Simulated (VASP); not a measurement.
# WC in VASP: single point with r2SCAN

Aim: the single point of WC with r2SCAN.

All numbers are computed with VASP 6.6.1; they aren't measurements. Logs are shortened: lines on timing, memory, paths and dates and some standing lists are left out, and cuts for length are marked.

**1. The cell of the first run**

The typed cell holds 2 atoms: a = 2.924 Å, b = 2.924 Å, c = 2.856 Å, α = 90.00°, β = 90.00°, γ = 120.00°.

**2. Single point, r2SCAN**

File POSCAR:

```
WC
1.0
    2.9240291800      0.0000000000      0.0000000000
   -1.4620145900      2.5322876700      0.0000000000
    0.0000000000      0.0000000000      2.8558082200
W C
1 1
Direct
    0.0000000000      0.0000000000      0.0000000000
    0.6667000000      0.3333000000      0.5000000000
```

File INCAR.step1:

```
SYSTEM = WC
PREC     = Accurate       ! precision mode
ENCUT    = 520            ! plane-wave cutoff, eV
ISMEAR   = -1             ! smearing method
SIGMA    = 0.0801         ! smearing width, eV
LREAL    = .False.        ! projectors in reciprocal space
LASPH    = .True.         ! aspherical terms in the spheres
NELM     = 80             ! most SCF steps
NBANDS   = 16             ! bands
GGA      = PE             ! functional
ALGO     = Normal         ! electronic algorithm
EDIFF    = 1E-4           ! SCF threshold, eV
LWAVE    = .True.         ! write WAVECAR
LCHARG   = .False.        ! write CHGCAR
```

File INCAR.step2:

```
SYSTEM = WC
PREC     = Accurate       ! precision mode
ENCUT    = 520            ! plane-wave cutoff, eV
EDIFF    = 1E-6           ! SCF threshold, eV
ISMEAR   = -1             ! smearing method
SIGMA    = 0.0801         ! smearing width, eV
LREAL    = .False.        ! projectors in reciprocal space
LASPH    = .True.         ! aspherical terms in the spheres
NELM     = 80             ! most SCF steps
ALGO     = Normal         ! electronic algorithm
ISIF     = 2              ! what is computed and relaxed
LWAVE    = .False.        ! write WAVECAR
LCHARG   = .False.        ! write CHGCAR
METAGGA  = R2SCAN         ! meta-GGA
LMIXTAU  = .True.       
NBANDS   = 16             ! bands
ISTART   = 1
```

File KPOINTS:

```
regular mesh
0
Gamma
  13 13 12
  0 0 0
```

Potentials or basis: VASP PAW PBE potentials, release 64 (W_sv, C).

Run with:

```sh
$ cat potpaw_PBE.64/W_sv/POTCAR potpaw_PBE.64/C/POTCAR > POTCAR
$ cp INCAR.step1 INCAR
$ mpirun -np 1 vasp_std > vasp.out
$ cp INCAR.step2 INCAR
$ mpirun -np 1 vasp_std > vasp.out
```

OUTCAR:

```text
SYSTEM = WC
   PREC = Accurate
   ENCUT = 520
   EDIFF = 1E-6
   ISMEAR = -1
   LREAL = .False.
   LASPH = .True.
   NELM = 80
   ISIF = 2
   METAGGA = R2SCAN
   ISTART = 1

 ion  position               nearest neighbor table
   1  0.000  0.000  0.000-   2 2.21   2 2.21   2 2.21   2 2.21   2 2.21   2 2.21
   2  0.667  0.333  0.500-   1 2.21   1 2.21   1 2.21   1 2.21   1 2.21   1 2.21

  LATTYP: Found a hexagonal cell.
 ALAT       =     2.9240291800
 C/A-ratio  =     0.9766688512

  Lattice vectors:

 A1 = (   2.9240291800,   0.0000000000,   0.0000000000)
 A2 = (  -1.4620145900,   2.5322876700,   0.0000000000)
 A3 = (   0.0000000000,   0.0000000000,   2.8558082200)

Analysis of symmetry for initial positions (statically):
=====================================================================
 Subroutine PRICEL returns:
 Original cell was already a primitive cell.

 Routine SETGRP: Setting up the symmetry group for a
 hexagonal supercell.

 Subroutine GETGRP returns: Found  4 space group operations
 (whereof  4 operations were pure point group operations)
 out of a pool of 24 trial point group operations.

The static configuration has the point symmetry C_2v.

Analysis of symmetry for dynamics (positions and initial velocities):
=====================================================================
 Subroutine PRICEL returns:
 Original cell was already a primitive cell.

 Routine SETGRP: Setting up the symmetry group for a
 hexagonal supercell.

 Subroutine GETGRP returns: Found  4 space group operations
 (whereof  4 operations were pure point group operations)
 out of a pool of 24 trial point group operations.

The dynamic configuration has the point symmetry C_2v.

 Subroutine INISYM returns: Found  4 space group operations
 (whereof  4 operations are pure point group operations),
 and found     1 'primitive' translations

----------------------------------------------------------------------------------------

                                     Primitive cell

  volume of cell :      21.1458

  direct lattice vectors                    reciprocal lattice vectors
     2.924029180  0.000000000  0.000000000     0.341993851  0.197449921  0.000000000
    -1.462014590  2.532287670  0.000000000     0.000000000  0.394899842  0.000000000
     0.000000000  0.000000000  2.855808220     0.000000000  0.000000000  0.350163569

  length of vectors
[... 81 lines left out ...]
   NELM   =     80;   NELMIN=  2; NELMDL=  0     # of ELM steps
   EDIFF  = 0.1E-05   stopping-criterion for ELM
   LREAL  =      F    real-space projection
   EDIFFG = 0.1E-04   stopping-criterion for IOM
   NSW    =      0    number of steps for IOM
   IBRION =     -1    ionic relax: 0-MD 1-quasi-New 2-CG
   NFREE  =      0    steps in history (QN), initial steepest desc. (CG)
   ISIF   =      2    stress and relaxation
   ISYM   =      2    0-nonsym 1-usesym 2-fastsym
   POTIM  = 0.5000    time-step for ionic-motion
   TEBEG  =    0.0;   TEEND  =   0.0 temperature during run
   PSTRESS=    0.0 pullay stress
   NELECT =      18.0000    total number of electrons
   NUPDOWN=      -1.0000    fix difference up-down
   EMIN   =  10.00;   EMAX   =-10.00  energy-range for DOS
   EFERMI =   0.00;   METHOD = LEGACY
   ISMEAR =    -1;   SIGMA  =   0.08  broadening in eV -4-tet -1-fermi 0-gaus
   EFERMI_NEDOS =   21; number of points for ismear=-14 and -15
   IALGO  =     38    algorithm
   IMIX   =      4    mixing-type and parameters
     AMIX     =   0.40;   BMIX     =  1.00
     AMIX_MAG =   1.60;   BMIX_MAG =  1.00
  volume/ion in A,a.u.               =      10.57        71.35
  Fermi-wavevector in a.u.,A,eV,Ry     =   1.551521  2.931950 32.752193  2.407218
  Thomas-Fermi vector in A             =   2.656029
   LORBIT       =      0    0 simple, 1 ext, 2 COOP (PROOUT), +10 PAW based schemes
   METAGGA = R2SCAN    functional components
   LHFCALC =     F    Hartree Fock is set to
   AEXX    =    0.0000 exact exchange contribution
   IVDW    =     0    specifies the selected vdW correction
   LEPSILON=     F    determine dielectric tensor
   LRPA    =     F    only Hartree local field effects (RPA)
 non-spin polarized calculation
  energy-cutoff  :      520.00
  volume of cell :       21.15
 maximum number of plane-waves:       599
 NGX is ok and might be reduce to    24
   NGX = 11   NGY = 11   NGZ = 11

 number of electron      18.0000000 magnetization

 Free energy of the ion-electron system (eV)
  ---------------------------------------------------
  ext. energy  EPLUGINS =         0.00000000
  ---------------------------------------------------
  free energy    TOTEN  =       -61.61308659 eV

  energy without entropy =      -61.60724391  energy(sigma->0) =      -61.61016525

 E-fermi :  10.7026     XC(G=0): -14.8506

 val. band max:       10.6713071652   @ k =   0.0000   0.0000   0.3333
 cond. band min:      10.7198734107   @ k =   0.0769   0.0000   0.3333
 fundamental gap:      0.0485662455
 Fermi energy:        10.7025508254

 k-point     1 :       0.0000    0.0000    0.0000
  band No.  band energies     occupation
      1     -65.2904      2.00000
      2     -28.5988      2.00000
      3     -28.4964      2.00000
      4     -28.4964      2.00000
      5      -4.3960      2.00000
      6       6.3148      2.00000
[... 433 lines left out ...]
      3     -28.6706      2.00000
      4     -28.5100      2.00000
      5      -1.8653      2.00000
      6       4.1485      2.00000
[... 8 lines left out ...]
     15      26.4339      0.00000
     16      27.9431      0.00000

 [... further k-points ...]

------------------------ aborting loop because EDIFF is reached ----------------------------------------

  FORCE on cell =-STRESS in cart. coord.  units (eV):
  Direction    XX          YY          ZZ          XY          YZ          ZX
  --------------------------------------------------------------------------------------
  -------------------------------------------------------------------------------------
  Total       -0.4321192     -0.4328843     -0.8242849     -0.0006614      0.0000000      0.0000000
  in kB      -32.7408793    -32.7988550    -62.4545622     -0.0501161      0.0000000      0.0000000
  external PRESSURE =     -42.6647655 kB  Pullay stress =       0.0000000 kB

 VOLUME and BASIS-vectors are now :
 -----------------------------------------------------------------------------
  energy-cutoff  :      520.00
  volume of cell :       21.15
      direct lattice vectors                 reciprocal lattice vectors
     2.924029180  0.000000000  0.000000000     0.341993851  0.197449921  0.000000000
    -1.462014590  2.532287670  0.000000000     0.000000000  0.394899842  0.000000000
     0.000000000  0.000000000  2.855808220     0.000000000  0.000000000  0.350163569

 POSITION                                       TOTAL-FORCE (eV/Angst)
 -----------------------------------------------------------------------------------
      0.00000      0.00000      0.00000         0.002201     -0.001271      0.000000
      1.46216      0.84401      1.42790        -0.002201      0.001271      0.000000
 -----------------------------------------------------------------------------------
    total drift:                                0.000001      0.000014      0.000000

  FREE ENERGIE OF THE ION-ELECTRON SYSTEM (eV)
  ---------------------------------------------------
  free  energy   TOTEN  =       -61.6130865864 eV

  energy  without entropy=      -61.6072439070  energy(sigma->0) =      -61.61016525
```

OUTCAR.step1:

```text
SYSTEM = WC
   PREC = Accurate
   ENCUT = 520
   ISMEAR = -1
   LREAL = .False.
   LASPH = .True.
[... 678 lines left out ...]
      0.00000      0.00000      0.00000         0.002166     -0.001251      0.000000
      1.46216      0.84401      1.42790        -0.002166      0.001251      0.000000
 -----------------------------------------------------------------------------------
    total drift:                                0.000012      0.000009      0.000000

  FREE ENERGIE OF THE ION-ELECTRON SYSTEM (eV)
  ---------------------------------------------------
  free  energy   TOTEN  =       -22.4525109114 eV

  energy  without entropy=      -22.4460374892  energy(sigma->0) =      -22.44927420
```

OSZICAR.step1:

```text
N       E                     dE             d eps       ncg     rms          rms(c)
DAV:   1     0.107856485744E+03    0.10786E+03   -0.93616E+03 11008   0.125E+03
DAV:   2    -0.223679961936E+02   -0.13022E+03   -0.12570E+03 13112   0.334E+02
DAV:   3    -0.255161949491E+02   -0.31482E+01   -0.31389E+01 12008   0.492E+01
DAV:   4    -0.255327836261E+02   -0.16589E-01   -0.16588E-01 14536   0.405E+00
DAV:   5    -0.255329132697E+02   -0.12964E-03   -0.12964E-03 11976   0.336E-01    0.312E+01
DAV:   6    -0.225434850059E+02    0.29894E+01   -0.58653E+00 13360   0.259E+01    0.801E+00
DAV:   7    -0.224810982215E+02    0.62387E-01   -0.44765E-01 11592   0.512E+00    0.600E+00
DAV:   8    -0.224537300279E+02    0.27368E-01   -0.69338E-02 12408   0.228E+00    0.105E+00
DAV:   9    -0.224525795437E+02    0.11505E-02   -0.30562E-03 12200   0.448E-01    0.126E-01
DAV:  10    -0.224525109114E+02    0.68632E-04   -0.31165E-04 13280   0.199E-01
   1 F= -.22452511E+02 E0= -.22449274E+02  d E =-.647342E-02
```

It took 4.8 min on 1 thread of Intel Xeon 8259CL, shared host; peak memory 0.24 GiB.

Results:

- Free energy: -61.6131 eV
- Pressure: -4.3 GPa
- Band gap on the k mesh: zero (bands 9 and 10 overlap by 1.31 eV)

Forces in eV/Å, atoms in the order of the input:
```
W    0.002 -0.001  0.000
C   -0.002  0.001  0.000
```

Levels at points of the mesh, in eV from the Fermi level:
```csv
k point,band 5,band 6,band 7,band 8,band 9,band 10,band 11,band 12,band 13,band 14
"(0.00, 0.00, 0.00)",-15.10,-4.39,-3.40,-3.40,0.08,3.32,3.32,5.84,5.85,6.67
"(0.00, 0.00, 0.50)",-11.11,-8.90,-2.04,-2.04,-0.56,-0.56,3.72,4.79,4.79,10.43
```

Caveat: the cell stands under tension; the PAW data sets were made with another functional, which shifts forces and pressure a little; spin-orbit coupling is left out, which moves the levels of the heavy elements.
